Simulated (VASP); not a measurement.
# NaI (P6_3/mmc) in VASP: single point with PBE

Aim: the single point of NaI with PBE.

All numbers are computed with VASP 6.6.1; they aren't measurements. Logs are shortened: lines on timing, memory, paths and dates and some standing lists are left out, and cuts for length are marked.

## (1) The cell of the first run

Symmetry: P6_3/mmc, No. 194, hexagonal system. The conventional cell has a = 5.416 Å, b = 5.416 Å, c = 6.462 Å, α = 90.00°, β = 90.00°, γ = 120.00°. Na (site symmetry -6m2) has 5 I at 3.13 to 3.23 Å within 4.1 Å. I (site symmetry -6m2) has 5 Na at 3.13 to 3.23 Å within 4.1 Å.

## (2) Single point, PBE, non-collinear spin, zero start, spin-orbit coupling

Contents of INCAR:

```
SYSTEM = NaI
PREC = Accurate
ENCUT = 520
EDIFF = 1E-6
ISMEAR = 0
SIGMA = 0.01
LREAL = .FALSE.
LASPH = .TRUE.
NELM = 150
ALGO = Normal
ISIF = 2
LWAVE = .FALSE.
LCHARG = .FALSE.
MAGMOM = 0 0 0 0 0 0 0 0 0 0 0 0
LORBIT = 11
LSORBIT = .TRUE.
GGA_COMPAT = .FALSE.
LORBMOM = .TRUE.
GGA = PE
NBANDS = 42
```

Contents of KPOINTS:

```
Automatic mesh
0
G
  6 6 4
  0 0 0
```

Contents of POSCAR:

```
NaI
1.0
    5.4164419447      0.0000000000      0.0000000000
   -2.7082209723      4.6907763222      0.0000000000
    0.0000000000      0.0000000000      6.4622147437
Na I
2 2
Direct
    0.3333333333      0.6666666667      0.2500000000
    0.6666666667      0.3333333333      0.7500000000
    0.6666666667      0.3333333333      0.2500000000
    0.3333333333      0.6666666667      0.7500000000
```

Potentials or basis: VASP PAW PBE potentials, release 64 (Na_pv, I).

Started as:

```
cat potpaw_PBE.64/Na_pv/POTCAR potpaw_PBE.64/I/POTCAR > POTCAR
mpirun -np 1 vasp_ncl > vasp.out
```

OUTCAR:

```text
SYSTEM = NaI
   PREC = Accurate
   ENCUT = 520
   EDIFF = 1E-6
   ISMEAR = 0
   LREAL = .FALSE.
   LASPH = .TRUE.
   NELM = 150
   ISIF = 2
   LORBIT = 11
   LSORBIT = .TRUE.
   GGA = PE

 ion  position               nearest neighbor table
   1  0.333  0.667  0.250-   3 3.13   3 3.13   3 3.13
   2  0.667  0.333  0.750-   4 3.13   4 3.13   4 3.13
   3  0.667  0.333  0.250-   1 3.13   1 3.13   1 3.13
   4  0.333  0.667  0.750-   2 3.13   2 3.13   2 3.13

  LATTYP: Found a hexagonal cell.
 ALAT       =     5.4164419447
 C/A-ratio  =     1.1930737576

  Lattice vectors:

 A1 = (   5.4164419447,   0.0000000000,   0.0000000000)
 A2 = (  -2.7082209723,   4.6907763222,   0.0000000000)
 A3 = (   0.0000000000,   0.0000000000,   6.4622147437)

Analysis of symmetry for initial positions (statically):
=====================================================================
 Subroutine PRICEL returns:
 Original cell was already a primitive cell.

 Routine SETGRP: Setting up the symmetry group for a
 hexagonal supercell.

 Subroutine GETGRP returns: Found 24 space group operations
 (whereof 12 operations were pure point group operations)
 out of a pool of 24 trial point group operations.

The static configuration has the point symmetry D_3d.
 The point group associated with its full space group is D_6h.

Analysis of symmetry for dynamics (positions and initial velocities):
=====================================================================
 Subroutine PRICEL returns:
 Original cell was already a primitive cell.

 Routine SETGRP: Setting up the symmetry group for a
 hexagonal supercell.

 Subroutine GETGRP returns: Found 24 space group operations
 (whereof 12 operations were pure point group operations)
 out of a pool of 24 trial point group operations.

The dynamic configuration has the point symmetry D_3d.
 The point group associated with its full space group is D_6h.

Analysis of structural, dynamic, and magnetic symmetry:
=====================================================================
 Subroutine PRICEL returns:
 Original cell was already a primitive cell.

 Routine SETGRP: Setting up the symmetry group for a
 hexagonal supercell.

 Subroutine GETGRP returns: Found 24 space group operations
 (whereof 12 operations were pure point group operations)
 out of a pool of 24 trial point group operations.

The overall configuration has the point symmetry D_3d.
 The point group associated with its full space group is D_6h.

 Subroutine INISYM returns: Found 24 space group operations
 (whereof 12 operations are pure point group operations),
 and found     1 'primitive' translations

----------------------------------------------------------------------------------------

                                     Primitive cell

  volume of cell :     164.1875

  direct lattice vectors                    reciprocal lattice vectors
     5.416441945  0.000000000  0.000000000     0.184623044  0.106592164  0.000000000
    -2.708220972  4.690776322  0.000000000     0.000000000  0.213184328  0.000000000
     0.000000000  0.000000000  6.462214744     0.000000000  0.000000000  0.154745709

  length of vectors
     5.416441945  5.416441945  6.462214744     0.213184328  0.213184328  0.154745709

  position of ions in fractional coordinates (direct lattice)
     0.333333333  0.666666667  0.250000000
     0.666666667  0.333333333  0.750000000
     0.666666667  0.333333333  0.250000000
     0.333333333  0.666666667  0.750000000

  ion indices of the primitive-cell ions
   primitive index   ion index
                 1           1
                 2           2
                 3           3
                 4           4

----------------------------------------------------------------------------------------

[... 109 lines left out ...]

 Free energy of the ion-electron system (eV)
  ---------------------------------------------------
  ext. energy  EPLUGINS =         0.00000000
  ---------------------------------------------------
  free energy    TOTEN  =       -10.91008356 eV

  energy without entropy =      -10.91008356  energy(sigma->0) =      -10.91008356

 E-fermi :  -0.0090     XC(G=0):  -6.7688

 val. band max:       -0.1077124946   @ k =   0.0000   0.0000   0.0000
 cond. band min:       3.2270006162   @ k =   0.0000   0.0000   0.0000
 fundamental gap:      3.3347131108
 Fermi energy:        -0.0090271424

 k-point     1 :       0.0000    0.0000    0.0000
  band No.  band energies     occupation
      1     -22.9123      1.00000
      2     -22.9123      1.00000
      3     -22.9100      1.00000
      4     -22.9100      1.00000
      5     -22.7351      1.00000
      6     -22.7351      1.00000
[... 892 lines left out ...]
     39       7.2000      0.00000
     40       7.2000      0.00000
 [bands above 40 left out]

------------------------ aborting loop because EDIFF is reached ----------------------------------------

  FORCE on cell =-STRESS in cart. coord.  units (eV):
  Direction    XX          YY          ZZ          XY          YZ          ZX
  --------------------------------------------------------------------------------------
  -------------------------------------------------------------------------------------
  Total        0.4157791      0.4157791      0.4508172      0.0000000      0.0000000     -0.0000000
  in kB        4.0572614      4.0572614      4.3991709      0.0000000      0.0000000     -0.0000000
  external PRESSURE =       4.1712312 kB  Pullay stress =       0.0000000 kB

 VOLUME and BASIS-vectors are now :
 -----------------------------------------------------------------------------
  energy-cutoff  :      520.00
  volume of cell :      164.19
      direct lattice vectors                 reciprocal lattice vectors
     5.416441945  0.000000000  0.000000000     0.184623044  0.106592164  0.000000000
    -2.708220972  4.690776322  0.000000000     0.000000000  0.213184328  0.000000000
     0.000000000  0.000000000  6.462214744     0.000000000  0.000000000  0.154745709

 POSITION                                       TOTAL-FORCE (eV/Angst)
 -----------------------------------------------------------------------------------
     -0.00000      3.12718      1.61555         0.000000     -0.000000      0.000000
      2.70822      1.56359      4.84666         0.000000      0.000000      0.000000
      2.70822      1.56359      1.61555         0.000000      0.000000      0.000000
     -0.00000      3.12718      4.84666        -0.000000     -0.000000      0.000000
 -----------------------------------------------------------------------------------
    total drift:                                0.000000     -0.000000      0.000000

  FREE ENERGIE OF THE ION-ELECTRON SYSTEM (eV)
  ---------------------------------------------------
  free  energy   TOTEN  =       -10.9100835646 eV

  energy  without entropy=      -10.9100835646  energy(sigma->0) =      -10.91008356

 orbital moment (x)

 # of ion     p       d       tot
 ----------------------------------------
  1         0.000   0.000   0.000
  2         0.000   0.000   0.000
  3         0.000   0.000   0.000
  4         0.000   0.000   0.000
 ----------------------------------------
            0.000   0.000   0.000

 orbital moment (y)

 # of ion     p       d       tot
 ----------------------------------------
  1         0.000   0.000   0.000
  2         0.000   0.000   0.000
  3         0.000  -0.000   0.000
  4         0.000   0.000   0.000
 ----------------------------------------
            0.000   0.000   0.000

 orbital moment (z)

 # of ion     p       d       tot
 ----------------------------------------
  1        -0.000   0.000  -0.000
  2         0.000   0.000   0.000
  3         0.000  -0.000  -0.000
  4         0.000   0.000   0.000
 ----------------------------------------
            0.000   0.000   0.000

 Spin-Orbit-Coupling matrix elements

 Ion:    1  E_soc:     -0.0007944
 l=   1
     0.0000000    -0.0001306    -0.0001359
    -0.0001306     0.0000000    -0.0001306
    -0.0001359    -0.0001306     0.0000000
 l=   2
     0.0000000     0.0000000     0.0000000     0.0000000     0.0000000
     0.0000000     0.0000000     0.0000000     0.0000000     0.0000000
     0.0000000     0.0000000     0.0000000     0.0000000     0.0000000
     0.0000000     0.0000000     0.0000000     0.0000000     0.0000000
     0.0000000     0.0000000     0.0000000     0.0000000     0.0000000
 l=   3
     0.0000000     0.0000000     0.0000000     0.0000000     0.0000000     0.0000000     0.0000000
     0.0000000     0.0000000     0.0000000     0.0000000     0.0000000     0.0000000     0.0000000
     0.0000000     0.0000000     0.0000000     0.0000000     0.0000000     0.0000000     0.0000000
     0.0000000     0.0000000     0.0000000     0.0000000     0.0000000     0.0000000     0.0000000
[... 49 lines left out ...]
 l=   2
     0.0000000    -0.0000021     0.0000000    -0.0000021    -0.0000059
    -0.0000021     0.0000000    -0.0000059    -0.0000031    -0.0000021
     0.0000000    -0.0000059     0.0000000    -0.0000059     0.0000000
    -0.0000021    -0.0000031    -0.0000059     0.0000000    -0.0000021
    -0.0000059    -0.0000021     0.0000000    -0.0000021     0.0000000
 l=   3
     0.0000000     0.0000000     0.0000000     0.0000000     0.0000000     0.0000000     0.0000000
     0.0000000     0.0000000     0.0000000     0.0000000     0.0000000     0.0000000     0.0000000
     0.0000000     0.0000000     0.0000000     0.0000000     0.0000000     0.0000000     0.0000000
     0.0000000     0.0000000     0.0000000     0.0000000     0.0000000     0.0000000     0.0000000
     0.0000000     0.0000000     0.0000000     0.0000000     0.0000000     0.0000000     0.0000000
     0.0000000     0.0000000     0.0000000     0.0000000     0.0000000     0.0000000     0.0000000
     0.0000000     0.0000000     0.0000000     0.0000000     0.0000000     0.0000000     0.0000000

 total charge

# of ion       s       p       d       tot
------------------------------------------
    1        0.046   5.973   0.000   6.019
    2        0.046   5.973   0.000   6.019
    3        1.493   2.857   0.002   4.352
    4        1.493   2.857   0.002   4.352
--------------------------------------------------
tot          3.077  17.661   0.004  20.742

 magnetization (x)

# of ion       s       p       d       tot
------------------------------------------
    1        0.000   0.000   0.000   0.000
    2        0.000   0.000   0.000   0.000
    3        0.000   0.000  -0.000   0.000
    4        0.000   0.000   0.000   0.000
--------------------------------------------------
tot          0.000   0.000   0.000   0.000

 magnetization (y)

# of ion       s       p       d       tot
------------------------------------------
    1        0.000   0.000   0.000   0.000
    2        0.000   0.000   0.000   0.000
    3        0.000   0.000  -0.000   0.000
    4        0.000  -0.000   0.000   0.000
--------------------------------------------------
tot          0.000   0.000  -0.000   0.000

 magnetization (z)

# of ion       s       p       d       tot
------------------------------------------
    1        0.000   0.000   0.000   0.000
    2        0.000   0.000   0.000   0.000
    3        0.000   0.000   0.000   0.000
    4        0.000   0.000   0.000   0.000
--------------------------------------------------
tot          0.000   0.000   0.000   0.000
```

It took 8.5 min on 1 thread of Intel Xeon 8259CL, shared host; peak memory 0.67 GiB.

Results:

| Quantity | Value |
| --- | --- |
| Free energy | -10.9101 eV |
| Pressure | 0.4 GPa |
| Net moment | 0.00 μB per cell |
| Valence electrons inside the program's atomic spheres | Na 6.02; I 4.35 |

Moments on the atoms (μB; x, y, z):
```
Na  0.00 0.00 0.00
Na  0.00 0.00 0.00
I   0.00 0.00 0.00
I   0.00 0.00 0.00
```
